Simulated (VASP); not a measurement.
The system is HgTe.

```
CELL_PARAMETERS angstrom
4.87683 0.00000 0.00000
-2.43842 4.22346 0.00000
0.00000 0.00000 7.29800
ATOMIC_POSITIONS crystal
Hg 0.33333 0.66667 0.25000
Hg 0.66667 0.33333 0.75000
Te 0.66667 0.33333 0.25000
Te 0.33333 0.66667 0.75000
```

* Program: VASP 6.6.1
* Task: relaxation of cell and atoms
* Functional: PBEsol
* Potentials or basis: VASP PAW PBE potentials, release 64 (Hg, Te)
* Cutoff: 600 eV
* k mesh: 6 × 6 × 4
* Occupations: fermi-dirac, width 0.02 eV
* Spin: no spin polarisation

At the start: pressure -2.1 GPa; volume 37.58 Å³/atom.

Question: Where does the relaxation end?

Answer: Over 16 steps the energy falls by 22.5 meV/atom and the volume is 33.98 Å³/atom (-9.6 %); space group P6_3/mmc (No. 194, to 0.1 Å) before and after.

The path:
| step | energy change (eV) | largest force (eV/Å) | pressure (GPa) | volume (Å³) |
| --- | --- | --- | --- | --- |
| 1 | 0.0000 | 0.0000 | -2.09 | 150.32 |
| 2 | -0.0520 | 0.0000 | 0.62 | 139.89 |
| 3 | -0.0576 | 0.0000 | -0.12 | 142.23 |
| 4 | -0.0664 | 0.0000 | -0.07 | 141.09 |
| 5 | -0.0845 | 0.0000 | 0.07 | 137.62 |
| 6 | -0.0712 | 0.0000 | 1.27 | 130.47 |
| 7 | -0.0879 | 0.0000 | 0.47 | 134.21 |
| 8 | -0.0889 | 0.0000 | 0.31 | 135.37 |
| 9 | -0.0874 | 0.0000 | -0.50 | 137.47 |
| 10 | -0.0900 | 0.0000 | -0.03 | 136.20 |
| 11 | -0.0900 | 0.0000 | -0.02 | 136.18 |
| 12 | -0.0900 | 0.0000 | -0.02 | 136.16 |
| 13 | -0.0901 | 0.0000 | 0.01 | 136.06 |
| 14 | -0.0901 | 0.0000 | 0.02 | 135.98 |
| 15 | -0.0901 | 0.0000 | 0.03 | 135.81 |
| 16 | -0.0901 | 0.0000 | 0.01 | 135.92 |

Final structure:
```
Hg Te
1.0
     4.83338    0.00000    0.00000
    -2.41669    4.18583    0.00000
     0.00000    0.00000    6.71821
Hg Te
2 2
Direct
  0.33333 0.66667 0.25000
  0.66667 0.33333 0.75000
  0.66667 0.33333 0.25000
  0.33333 0.66667 0.75000
```

Caveat: the PAW data sets were made with another functional, which shifts forces and pressure a little.
